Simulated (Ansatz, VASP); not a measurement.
**Mg5Se in VASP and in Ansatz**

File INCAR:

```
SYSTEM = Mg5Se
PREC = Accurate ; ENCUT = 600
EDIFF = 1E-6 ; ISMEAR = 0
SIGMA = 0.1 ; LREAL = .False.
LASPH = .True. ; NELM = 60
ALGO = Normal ; ISIF = 3
LWAVE = .False. ; LCHARG = .False.
GGA = PE ; IBRION = 2
NSW = 90 ; EDIFFG = -0.04
```

File KPOINTS:

```
regular mesh
0
Gamma
  4 4 4
  0 0 0
```

POSCAR

```
Mg5Se
1.0
    0.0000000000      3.7982900700      3.7982900700
    3.7982900700      0.0000000000      3.7982900700
    3.7982900700      3.7982900700      0.0000000000
Mg Se
5 1
Direct
    0.3750000000      0.3750000000      0.8750000000
    0.3750000000      0.8750000000      0.3750000000
    0.8750000000      0.3750000000      0.3750000000
    0.3750000000      0.3750000000      0.3750000000
    0.7500000000      0.7500000000      0.7500000000
    0.0000000000      0.0000000000      0.0000000000
```

Input for Ansatz:

```yaml
crystal:
  lattice:
    - [0.0, 3.79829007, 3.79829007]
    - [3.79829007, 0.0, 3.79829007]
    - [3.79829007, 3.79829007, 0.0]
  atoms:
    - { symbol: Mg, position: [0.375, 0.375, 0.875] }
    - { symbol: Mg, position: [0.375, 0.875, 0.375] }
    - { symbol: Mg, position: [0.875, 0.375, 0.375] }
    - { symbol: Mg, position: [0.375, 0.375, 0.375] }
    - { symbol: Mg, position: [0.75, 0.75, 0.75] }
    - { symbol: Se, position: [0.0, 0.0, 0.0] }
basis:
  ecutwfc: 420
kpoints:
  mp_grid: { grid: [4, 4, 4] }
hamiltonian:
  xc: pbe
scf:
  occupations: { method: gaussian, width: 0.1 }
  lower_state_search: "off"
output:
  forces: true
  stress: true
  eigenvalues: true
relax:
  adjacent_minimum: "off"
  f_tol: 0.04
  max_steps: 70
  cell: { stress_tol: 0.4 }
```

Change from the starting cell: species swapped into the DyCu5 type (F-43m, No. 216).

Alike in both runs: task relaxation of cell and atoms; functional PBE; k mesh 4 × 4 × 4; occupations gaussian, width 0.1 eV; no spin polarisation.

|  | VASP | Ansatz |
| --- | --- | --- |
| version | VASP 6.6.1 | Ansatz 0.2.0 |
| potentials or method | VASP PAW PBE potentials, release 64 (Mg, Se), cutoff 600 eV | scalar-relativistic, plane waves, PAW |
| valence electrons in the cell | 16 | 66 |

```tsv
	VASP	Ansatz	Ansatz less VASP
gap on the k mesh at the Fermi level, each at its own relaxed structure (eV)	none	none	-
relaxed volume (Å³/atom)	23.49	23.32	-0.170
relaxed cell length with the largest relative difference (Å)	5.841	5.827	-0.0141
```

A gap of «none» marks a metal or a gap that the smearing closes. VASP's potentials hold 16 valence electrons a cell and Ansatz's 66, so a difference there can come from the potentials and not from the codes.

Noted on VASP's run: the volume moved by over 15 % at a fixed basis, so the end points are rough.
